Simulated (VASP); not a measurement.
# Sr2CdP3 (P6/mmm) in VASP: further runs

Runs on Sr2CdP3. Level: PBE. Tasks: relaxation of cell and atoms, single point.

Everything below comes from runs of VASP 6.6.1. Logs are shortened: lines on timing, memory, paths and dates and some standing lists are left out, and cuts for length are marked.

## (1) The cell of the first run

It takes space group P6/mmm (No. 191, hexagonal). The conventional cell has a = 5.013 Å, b = 5.013 Å, c = 7.230 Å, α = 90.00°, β = 90.00°, γ = 120.00°. Sr (site symmetry -6m2) has 9 P at 2.89 to 3.43 Å and 3 Sr at 2.89 Å within 3.8 Å. Within 2.4 Å of Cd (site symmetry 6/mmm) lie 2 P at 1.78 Å. P (site symmetry 6mm) has 1 Cd at 1.78 Å and 1 P at 1.83 Å within 2.4 Å. Within 2.4 Å of P (site symmetry 6/mmm) lie 2 P at 1.83 Å.

The cell was built from a structure type or drawn by symmetry, and may not be a known phase.

## (2) Relaxation of cell and atoms, PBE

The input, INCAR:

```
SYSTEM = Sr2CdP3
PREC     = Accurate       ! precision mode
ENCUT    = 600            ! plane-wave cutoff, eV
EDIFF    = 1E-6           ! SCF threshold, eV
ISMEAR   = 0              ! smearing method
SIGMA    = 0.1            ! smearing width, eV
LREAL    = .False.        ! projectors in reciprocal space
LASPH    = .True.         ! aspherical terms in the spheres
NELM     = 80             ! most SCF steps
ALGO     = Normal         ! electronic algorithm
ISIF     = 3              ! what is computed and relaxed
LWAVE    = .False.        ! write WAVECAR
LCHARG   = .False.        ! write CHGCAR
GGA      = PE             ! functional
IBRION   = 2              ! ionic algorithm
NSW      = 90             ! ionic steps
EDIFFG   = -0.04          ! ionic threshold
```

The input, KPOINTS:

```
Automatic mesh
0
Gamma
  6 6 4
  0 0 0
```

The input, POSCAR:

```
Sr2CdP3
1.0
    5.0132532600      0.0000000000      0.0000000000
   -2.5066266300      4.3416046800      0.0000000000
    0.0000000000      0.0000000000      7.2300722700
Sr Cd P
2 1 3
Direct
    0.3333333300      0.6666666700      0.5000000000
    0.6666666700      0.3333333300      0.5000000000
    0.0000000000      0.0000000000      0.0000000000
    0.0000000000      0.0000000000      0.7532674700
    0.0000000000      0.0000000000      0.2467325300
    0.0000000000      0.0000000000      0.5000000000
```

Potentials or basis: VASP PAW PBE potentials, release 64 (Sr_sv, Cd, P).

The run is started by

```
$ cat potpaw_PBE.64/Sr_sv/POTCAR potpaw_PBE.64/Cd/POTCAR potpaw_PBE.64/P/POTCAR > POTCAR
$ mpirun -np 1 vasp_std > vasp.out
```

OUTCAR:

```text
SYSTEM = Sr2CdP3
   PREC = Accurate
   ENCUT = 600
   EDIFF = 1E-6
   ISMEAR = 0
   LREAL = .False.
   LASPH = .True.
   NELM = 80
   ISIF = 3
   GGA = PE
   IBRION = 2
   NSW = 90
   EDIFFG = -0.04

 ion  position               nearest neighbor table
   1  0.333  0.667  0.500-   6 2.89   2 2.89   2 2.89   6 2.89   6 2.89   2 2.89   5 3.43   4 3.43
                             4 3.43   5 3.43   4 3.43   5 3.43
   2  0.667  0.333  0.500-   1 2.89   6 2.89   1 2.89   6 2.89   6 2.89   1 2.89   5 3.43   4 3.43
                             5 3.43   4 3.43   5 3.43   4 3.43
   3  0.000  0.000  0.000-   4 1.78   5 1.78
   4  0.000  0.000  0.753-   3 1.78   6 1.83   1 3.43   2 3.43   2 3.43   1 3.43   2 3.43   1 3.43

   5  0.000  0.000  0.247-   3 1.78   6 1.83   1 3.43   2 3.43   2 3.43   1 3.43   2 3.43   1 3.43

   6  0.000  0.000  0.500-   4 1.83   5 1.83   1 2.89   2 2.89   2 2.89   1 2.89   2 2.89   1 2.89

  LATTYP: Found a hexagonal cell.
 ALAT       =     5.0132532600
 C/A-ratio  =     1.4421917057

  Lattice vectors:

 A1 = (   5.0132532600,   0.0000000000,   0.0000000000)
 A2 = (  -2.5066266300,   4.3416046800,   0.0000000000)
 A3 = (   0.0000000000,   0.0000000000,   7.2300722700)

Analysis of symmetry for initial positions (statically):
=====================================================================
 Subroutine PRICEL returns:
 Original cell was already a primitive cell.

 Routine SETGRP: Setting up the symmetry group for a
 hexagonal supercell.

 Subroutine GETGRP returns: Found 24 space group operations
 (whereof 24 operations were pure point group operations)
 out of a pool of 24 trial point group operations.

The static configuration has the point symmetry D_6h.

Analysis of symmetry for dynamics (positions and initial velocities):
=====================================================================
 Subroutine PRICEL returns:
 Original cell was already a primitive cell.

 Routine SETGRP: Setting up the symmetry group for a
 hexagonal supercell.

 Subroutine GETGRP returns: Found 24 space group operations
 (whereof 24 operations were pure point group operations)
 out of a pool of 24 trial point group operations.

The dynamic configuration has the point symmetry D_6h.

 Subroutine INISYM returns: Found 24 space group operations
 (whereof 24 operations are pure point group operations),
 and found     1 'primitive' translations

----------------------------------------------------------------------------------------

                                     Primitive cell

  volume of cell :     157.3666

  direct lattice vectors                    reciprocal lattice vectors
     5.013253260  0.000000000  0.000000000     0.199471271  0.115164792  0.000000000
    -2.506626630  4.341604680  0.000000000     0.000000000  0.230329584  0.000000000
     0.000000000  0.000000000  7.230072270     0.000000000  0.000000000  0.138311204

  length of vectors
     5.013253260  5.013253261  7.230072270     0.230329584  0.230329584  0.138311204

  position of ions in fractional coordinates (direct lattice)
     0.333333330  0.666666670  0.500000000
     0.666666670  0.333333330  0.500000000
     0.000000000  0.000000000  0.000000000
     0.000000000  0.000000000  0.753267470
     0.000000000  0.000000000  0.246732530
     0.000000000  0.000000000  0.500000000

  ion indices of the primitive-cell ions
   primitive index   ion index
                 1           1
                 2           2
                 3           3
                 4           4
                 5           5
                 6           6

----------------------------------------------------------------------------------------

 KPOINTS: Automatic mesh

Automatic generation of k-mesh.
 Grid dimensions read from file:
 generate k-points for:    6    6    4

 Generating k-lattice:

  Cartesian coordinates                     Fractional coordinates (reciprocal lattice)
     0.033245212  0.019194132  0.000000000     0.166666667  0.000000000  0.000000000
     0.000000000  0.038388264  0.000000000     0.000000000  0.166666667  0.000000000
     0.000000000  0.000000000  0.034577801     0.000000000  0.000000000  0.250000000

  Length of vectors
     0.038388264  0.038388264  0.034577801

  Shift w.r.t. Gamma in fractional coordinates (k-lattice)
     0.000000000  0.000000000  0.000000000

 Subroutine IBZKPT returns following result:
 ===========================================

 Found     21 irreducible k-points:

 Following reciprocal coordinates:
            Coordinates               Weight
  0.000000  0.000000  0.000000      1.000000
  0.166667  0.000000  0.000000      6.000000
  0.333333  0.000000  0.000000      6.000000
  0.500000  0.000000  0.000000      3.000000
  0.166667  0.166667  0.000000      6.000000
  0.333333  0.166667  0.000000     12.000000
[... 13 lines left out ...]
  0.333333  0.166667  0.500000     12.000000
  0.333333  0.333333  0.500000      2.000000
   k-points           NKPTS =     21   k-points in BZ     NKDIM =     21   number of bands    NBANDS=     28
   number of dos      NEDOS =    301   number of ions     NIONS =      6
   total plane-waves  NPLWV =  96000
   dimension x,y,z NGX =    40 NGY =   40 NGZ =   60
   dimension x,y,z NGXF=    80 NGYF=   80 NGZF=  120
   ions per type =               2   1   3
   NGX,Y,Z   is equivalent  to a cutoff of  13.26, 13.26, 13.80 a.u.
   NGXF,Y,Z  is equivalent  to a cutoff of  26.53, 26.53, 27.59 a.u.
 SYSTEM =  Sr2CdP3
   PREC   = accura    normal or accurate (medium, high low for compatibility)
   ISTART =      0    job   : 0-new  1-cont  2-samecut
   ICHARG =      2    charge: 1-file 2-atom 10-const
   ISPIN  =      1    spin polarized calculation?
   LNONCOLLINEAR =      F non collinear calculations
   LSORBIT =      F    spin-orbit coupling
   LASPH  =      T    aspherical Exc in radial PAW
   ENCUT  =  600.0 eV  44.10 Ry    6.64 a.u.  10.01 10.01 14.44*2*pi/ulx,y,z
   NELM   =     80;   NELMIN=  2; NELMDL= -5     # of ELM steps
   EDIFF  = 0.1E-05   stopping-criterion for ELM
   LREAL  =      F    real-space projection
   EDIFFG = -.4E-01   stopping-criterion for IOM
   NSW    =     90    number of steps for IOM
   IBRION =      2    ionic relax: 0-MD 1-quasi-New 2-CG
   NFREE  =      1    steps in history (QN), initial steepest desc. (CG)
   ISIF   =      3    stress and relaxation
   ISYM   =      2    0-nonsym 1-usesym 2-fastsym
   POTIM  = 0.5000    time-step for ionic-motion
   TEBEG  =    0.0;   TEEND  =   0.0 temperature during run
   PSTRESS=    0.0 pullay stress
   NELECT =      47.0000    total number of electrons
   NUPDOWN=      -1.0000    fix difference up-down
   EMIN   =  10.00;   EMAX   =-10.00  energy-range for DOS
   EFERMI =   0.00;   METHOD = LEGACY
   ISMEAR =     0;   SIGMA  =   0.10  broadening in eV -4-tet -1-fermi 0-gaus
   EFERMI_NEDOS =   21; number of points for ismear=-14 and -15
   IALGO  =     38    algorithm
   IMIX   =      4    mixing-type and parameters
     AMIX     =   0.40;   BMIX     =  1.00
     AMIX_MAG =   1.60;   BMIX_MAG =  1.00
  volume/ion in A,a.u.               =      26.23       176.99
  Fermi-wavevector in a.u.,A,eV,Ry     =   1.094300  2.067928 16.292889  1.197494
  Thomas-Fermi vector in A             =   2.230603
   LORBIT       =      0    0 simple, 1 ext, 2 COOP (PROOUT), +10 PAW based schemes
   GGA     = PE    functional components
   LHFCALC =     F    Hartree Fock is set to
   AEXX    =    0.0000 exact exchange contribution
   IVDW    =     0    specifies the selected vdW correction
   LEPSILON=     F    determine dielectric tensor
   LRPA    =     F    only Hartree local field effects (RPA)
 conjugate gradient relaxation of ions
 non-spin polarized calculation
 Gauss-broadening in eV      SIGMA  =   0.10
  energy-cutoff  :      600.00
  volume of cell :      157.37
 maximum number of plane-waves:      5279
   NGX = 21   NGY = 21   NGZ = 29

--------------------------------------- Ionic step        1  -------------------------------------------

 number of electron      46.9999995 magnetization

 Free energy of the ion-electron system (eV)
  ---------------------------------------------------
  ext. energy  EPLUGINS =         0.00000000
  ---------------------------------------------------
  free energy    TOTEN  =        -5.84770522 eV

  energy without entropy =       -5.83339574  energy(sigma->0) =       -5.84055048

------------------------ aborting loop because EDIFF is reached ----------------------------------------

  FORCE on cell =-STRESS in cart. coord.  units (eV):
  Direction    XX          YY          ZZ          XY          YZ          ZX
  --------------------------------------------------------------------------------------
  -------------------------------------------------------------------------------------
  Total        5.4591399      5.4591399    112.9214787      0.0000000      0.0000000      0.0000000
  in kB       55.5804737     55.5804738   1149.6736534      0.0000000      0.0000000      0.0000000
  external PRESSURE =     420.2782003 kB  Pullay stress =       0.0000000 kB
[... 25 lines left out ...]
  energy  without entropy=       -5.8333957382  energy(sigma->0) =       -5.84055048

--------------------------------------- Ionic step        2  -------------------------------------------

 number of electron      47.0000043 magnetization

 E-fermi :  -0.5897     XC(G=0):  -5.9123

 val. band max:       -0.6156374488   @ k =   0.5000   0.0000   0.0000
 cond. band min:      -0.5774315551   @ k =   0.1667   0.0000   0.5000
 fundamental gap:      0.0382058937
 Fermi energy:        -0.5896868621

 k-point     1 :       0.0000    0.0000    0.0000
  band No.  band energies     occupation
      1     -37.4730      2.00000
      2     -37.0743      2.00000
      3     -20.0755      2.00000
      4     -20.0755      2.00000
      5     -19.3692      2.00000
      6     -18.9644      2.00000
[... 713 lines left out ...]
  FREE ENERGIE OF THE ION-ELECTRON SYSTEM (eV)
  ---------------------------------------------------
  free  energy   TOTEN  =       -17.2800120462 eV

  energy  without entropy=      -17.2623824283  energy(sigma->0) =      -17.27119724

[... ionic steps 4 to 27 ...]

--------------------------------------- Ionic step       28  -------------------------------------------

 number of electron      46.9999996 magnetization

------------------------ aborting loop because EDIFF is reached ----------------------------------------

  FORCE on cell =-STRESS in cart. coord.  units (eV):
  Direction    XX          YY          ZZ          XY          YZ          ZX
  --------------------------------------------------------------------------------------
  -------------------------------------------------------------------------------------
  Total        0.0478621      0.0478621     -0.3427620      0.0000000      0.0000000      0.0000000
  in kB        0.3437814      0.3437814     -2.4619735      0.0000000      0.0000000      0.0000000
  external PRESSURE =      -0.5914702 kB  Pullay stress =       0.0000000 kB
[... 65 lines left out ...]
  energy  without entropy=      -18.3792149290  energy(sigma->0) =      -18.38999295

--------------------------------------- Ionic step       30  -------------------------------------------

 number of electron      46.9999994 magnetization

 Free energy of the ion-electron system (eV)
  ---------------------------------------------------
  ext. energy  EPLUGINS =         0.00000000
  ---------------------------------------------------
  free energy    TOTEN  =       -18.40101768 eV

  energy without entropy =      -18.37945805  energy(sigma->0) =      -18.39023786

 E-fermi :   1.4747     XC(G=0):  -7.4141

 val. band max:        1.4725764633   @ k =   0.1667   0.1667   0.2500
 cond. band min:       1.4800837479   @ k =   0.5000   0.0000   0.2500
 fundamental gap:      0.0075072845
 Fermi energy:         1.4747312368

 k-point     1 :       0.0000    0.0000    0.0000
  band No.  band energies     occupation
      1     -35.4792      2.00000
      2     -35.0758      2.00000
      3     -18.0795      2.00000
      4     -18.0795      2.00000
      5     -17.3912      2.00000
      6     -16.9813      2.00000
[... 673 lines left out ...]
  FREE ENERGIE OF THE ION-ELECTRON SYSTEM (eV)
  ---------------------------------------------------
  free  energy   TOTEN  =       -18.4010176790 eV

  energy  without entropy=      -18.3794580452  energy(sigma->0) =      -18.39023786

 reached required accuracy - stopping structural energy minimisation
```

It took 27 min on 1 thread of Intel Xeon 6975P-C (Granite Rapids), shared host; peak memory 0.38 GiB.

What came out:

```yaml
Free_energy: -18.4010 eV
Relaxed_volume: 37.11 Å³/atom
Relaxed_cell: a = 5.226 Å, b = 5.226 Å, c = 9.413 Å, α = 90.00°, β = 90.00°, γ = 120.00°
Space_group_after_relaxing_to_0.1_Å: P6/mmm (No. 191)
Pressure_after_relaxing: 0.0 GPa
Largest_force_after_relaxing: 0.039 eV/Å
Band_gap_on_the_k_mesh: zero (an odd number of electrons rules out a gap without spin polarisation)
```

Forces on the atoms (eV/Å):
```
Sr   0.000  0.000  0.000
Sr   0.000  0.000  0.000
Cd   0.000  0.000  0.000
P    0.000  0.000 -0.039
P    0.000  0.000  0.039
P    0.000  0.000  0.000
```

Final structure:
```xyz
6
Lattice="5.2263 0.0000 0.0000 -2.6132 4.5261 0.0000 0.0000 0.0000 9.4129" Properties=species:S:1:pos:R:3 pbc="T T T"
Sr    0.0000    3.0174    4.7064
Sr    2.6132    1.5087    4.7064
Cd    0.0000    0.0000    0.0000
P     0.0000    0.0000    6.9939
P     0.0000    0.0000    2.4189
P     0.0000    0.0000    4.7064
```

Levels at points of the mesh, in eV from the Fermi level:
```csv
k point,band 19,band 20,band 21,band 22,band 23,band 24,band 25,band 26,band 27,band 28
"(0.00, 0.00, 0.00)",-3.79,-2.52,-1.02,-1.02,0.04,0.04,0.39,1.37,1.37,1.84
"(0.50, 0.00, 0.00)",-3.50,-2.18,-1.71,-1.56,-1.01,-0.20,0.17,1.94,2.37,2.40
"(0.00, 0.00, 0.50)",-3.77,-1.26,-1.26,-0.68,0.41,0.43,0.49,0.49,1.36,1.36
"(0.50, 0.00, 0.50)",-3.48,-2.03,-1.75,-0.52,-0.51,0.22,0.36,0.74,1.79,1.98
```

Caveat: the volume moved by over 15 % at a fixed basis, so the end points are rough.

## (3) Single point, PBE

This run uses another cell than the first one, of 37.01 Å³/atom.

The input, INCAR:

```
SYSTEM = Sr2CdP3
  ALGO = Normal
  EDIFF = 1E-7
  ENCUT = 520
  GGA = PE
  ISIF = 2
  ISMEAR = 0
  LASPH = .True.
  LCHARG = .False.
  LREAL = .False.
  LWAVE = .False.
  NBANDS = 32
  NELM = 100
  PREC = Accurate
  SIGMA = 0.1
```

The input, KPOINTS:

```
k-points
0
Gamma
  12 12 4
  0 0 0
```

The input, POSCAR:

```
Sr2CdP3
1.0
    5.2187355762      0.0000000000      0.0000000000
   -2.6093677881      4.5195575846      0.0000000000
    0.0000000000      0.0000000000      9.4152221415
Sr Cd P
2 1 3
Direct
    0.3333333333      0.6666666667      0.5000000000
    0.6666666667      0.3333333333      0.5000000000
    0.0000000000      0.0000000000      0.0000000000
    0.0000000000      0.0000000000      0.7432574557
    0.0000000000      0.0000000000      0.2567425443
    0.0000000000      0.0000000000      0.5000000000
```

Potentials or basis: VASP PAW PBE potentials, release 64 (Sr_sv, Cd, P).

The run is started by

```
$ cat potpaw_PBE.64/Sr_sv/POTCAR potpaw_PBE.64/Cd/POTCAR potpaw_PBE.64/P/POTCAR > POTCAR
$ mpirun -np 1 vasp_std > vasp.out
```

It took 5.1 min on 1 thread of Intel Xeon 6975P-C (Granite Rapids), shared host; peak memory 0.58 GiB.

Results (log left out):

| Property | Result |
| --- | --- |
| Free energy | -18.4165 eV |
| Pressure | 0.1 GPa |
| Largest force | 0.073 eV/Å |
| Band gap on the k mesh | zero (an odd number of electrons rules out a gap without spin polarisation) |

Forces on the atoms (eV/Å):
```
Sr   0.000  0.000  0.000
Sr   0.000  0.000  0.000
Cd   0.000  0.000  0.000
P    0.000  0.000 -0.073
P    0.000  0.000  0.073
P    0.000  0.000  0.000
```

Levels at points of the mesh, in eV from the Fermi level:
```tsv
k point	band 22	band 23	band 24	band 25	band 26	band 27
(0.00, 0.00, 0.00)	-1.01	0.04	0.04	0.41	1.37	1.37
(0.50, 0.00, 0.00)	-1.56	-1.01	-0.20	0.18	1.95	2.23
(0.00, 0.00, 0.50)	-0.68	0.43	0.43	0.49	0.49	1.37
(0.50, 0.00, 0.50)	-0.52	-0.52	0.22	0.37	0.74	1.79
```
